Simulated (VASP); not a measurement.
## Na16Li (a cell with a defect): single point with PBE

The system is Na16Li (a cell with a defect).

```
CELL_PARAMETERS angstrom
8.46000 0.00000 0.00000
0.00000 8.46000 0.00000
0.00000 0.00000 8.46000
ATOMIC_POSITIONS crystal
Na 0.98105 0.99112 0.99048
Na 0.48880 0.00228 0.00905
Na 0.99430 0.51623 0.99062
Na 0.99686 0.99808 0.50097
Na 0.24227 0.31134 0.24196
Na 0.50959 0.49878 0.98670
Na 0.51162 0.00720 0.52024
Na 0.74702 0.23212 0.24992
Na 0.98913 0.50352 0.51357
Na 0.26281 0.68695 0.25861
Na 0.23868 0.23076 0.75716
Na 0.50718 0.48475 0.51049
Na 0.73660 0.76781 0.25717
Na 0.75566 0.24044 0.75986
Na 0.25002 0.77032 0.74959
Na 0.74136 0.76101 0.75149
Li 0.23941 0.99709 0.25988
```

| Item | Value |
| --- | --- |
| Program | VASP 6.6.1 |
| Task | single point |
| Functional | PBE |
| Potentials or basis | VASP PAW PBE potentials, release 64 (Na_pv, Li_sv) |
| Cutoff | 520 eV |
| k mesh | 2 × 2 × 2 |
| Occupations | gaussian, width 0.05 eV |
| Spin | no spin polarisation |

```
Largest force          : 0.157 eV/Å
Band gap on the k mesh : zero (an odd number of electrons rules out a gap without spin polarisation)
```

Forces on the atoms (eV/Å):
```
Na   0.092 -0.001  0.091
Na   0.070 -0.002 -0.075
Na  -0.035 -0.001  0.005
Na  -0.115  0.000  0.107
Na  -0.004  0.057 -0.011
Na  -0.007 -0.001 -0.001
Na  -0.095  0.011 -0.092
Na   0.030  0.039 -0.009
Na  -0.003  0.000 -0.009
Na   0.017 -0.093 -0.005
Na   0.013  0.039 -0.007
Na   0.011  0.005  0.047
Na   0.013 -0.039 -0.006
Na  -0.010 -0.015 -0.006
Na   0.012 -0.040 -0.016
Na  -0.007  0.010 -0.012
Li   0.019  0.031 -0.003
```

Levels at points of the mesh, in eV from the Fermi level:
```csv
k point,band 53,band 54,band 55,band 56,band 57,band 58,band 59,band 60,band 61,band 62
"(0.00, 0.00, 0.00)",-1.02,-1.02,-1.00,-0.91,0.72,0.73,0.74,0.94,0.94,0.94
"(0.50, 0.00, 0.00)",-0.55,-0.54,-0.52,-0.52,-0.46,-0.46,-0.44,1.25,1.30,1.38
"(0.00, 0.50, 0.00)",-0.60,-0.55,-0.55,-0.45,-0.45,-0.43,-0.35,1.13,1.14,1.33
"(0.00, 0.00, 0.50)",-0.56,-0.53,-0.52,-0.51,-0.47,-0.46,-0.44,1.24,1.31,1.37
"(0.50, 0.50, 0.00)",-2.03,-0.13,-0.04,-0.03,-0.02,0.05,0.05,0.06,0.08,1.61
"(0.00, 0.50, 0.50)",-2.04,-0.13,-0.04,-0.03,-0.02,0.05,0.05,0.05,0.08,1.62
"(0.50, 0.00, 0.50)",-2.01,-0.13,-0.12,-0.02,0.01,0.02,0.02,0.12,0.13,1.53
"(0.50, 0.50, 0.50)",-1.56,-1.53,-1.53,-1.45,-1.43,1.81,1.81,1.86,2.22,2.24
```

Run time: 3.9 min on 1 thread of Intel(R) Xeon(R) 6975P-C (Granite Rapids), on a shared host, peak memory 0.64 GiB.

Caveat: the k points lie up to 0.37 Å⁻¹ apart, too coarse for converged energies and pressures of a metal.
